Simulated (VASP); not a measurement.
Set up this calculation in VASP 6.6.1, as the native input.

* Task: single point
* Functional: r2SCAN
* Potentials or basis: VASP PAW PBE potentials, release 64 (Ga_d, Sn_d)
* Cutoff: 520 eV
* k mesh: 5 × 5 × 5
* Occupations: methfessel-paxton, width 0.1 eV
* Spin: no spin polarisation
* Dipole correction: no
* Further INCAR settings: ALGO = Normal; EDIFF = 1e-06; NBANDS = 34

The system is Ga3Sn.

```
Ga Sn
1.0
     4.37524    0.00000    0.00000
     0.00000    4.37524    0.00000
     0.00000    0.00000    4.37524
Ga Sn
3 1
Direct
  0.00000 0.50000 0.50000
  0.50000 0.00000 0.50000
  0.50000 0.50000 0.00000
  0.00000 0.00000 0.00000
```

The input as run:

POSCAR

```
Ga3Sn
1.0
    4.3752430000      0.0000000000      0.0000000000
    0.0000000000      4.3752430000      0.0000000000
    0.0000000000      0.0000000000      4.3752430000
Ga Sn
3 1
Direct
    0.0000000000      0.5000000000      0.5000000000
    0.5000000000      0.0000000000      0.5000000000
    0.5000000000      0.5000000000      0.0000000000
    0.0000000000      0.0000000000      0.0000000000
```

INCAR.step1

```
SYSTEM = Ga3Sn
PREC = Accurate
ENCUT = 520
ISMEAR = 1
SIGMA = 0.1
LREAL = .False.
LASPH = .True.
NELM = 100
NBANDS = 34
GGA = PE
ALGO = Normal
EDIFF = 1E-4
LWAVE = .True.
LCHARG = .False.
```

INCAR.step2

```
SYSTEM = Ga3Sn
PREC = Accurate
ENCUT = 520
EDIFF = 1E-6
ISMEAR = 1
SIGMA = 0.1
LREAL = .False.
LASPH = .True.
NELM = 100
ALGO = Normal
ISIF = 2
LWAVE = .False.
LCHARG = .True.
METAGGA = R2SCAN
LMIXTAU = .True.
LELF = .True.
LVHAR = .True.
NBANDS = 34
ISTART = 1
```

KPOINTS

```
regular mesh
0
Gamma
  5 5 5
  0 0 0
```

Potentials or basis: VASP PAW PBE potentials, release 64 (Ga_d, Sn_d).

Command:

```bash
$ cat potpaw_PBE.64/Ga_d/POTCAR potpaw_PBE.64/Sn_d/POTCAR > POTCAR
$ cp INCAR.step1 INCAR
$ mpirun -np 1 vasp_std > vasp.out
$ cp INCAR.step2 INCAR
$ mpirun -np 1 vasp_std > vasp.out
```

It gave:

```yaml
Pressure: -0.8 GPa
```

Caveat: the PAW data sets were made with another functional, which shifts forces and pressure a little.

It took 110 s on 1 thread of Intel(R) Xeon(R) Platinum 8488C (Sapphire Rapids) (shared host), peak memory 0.22 GiB.
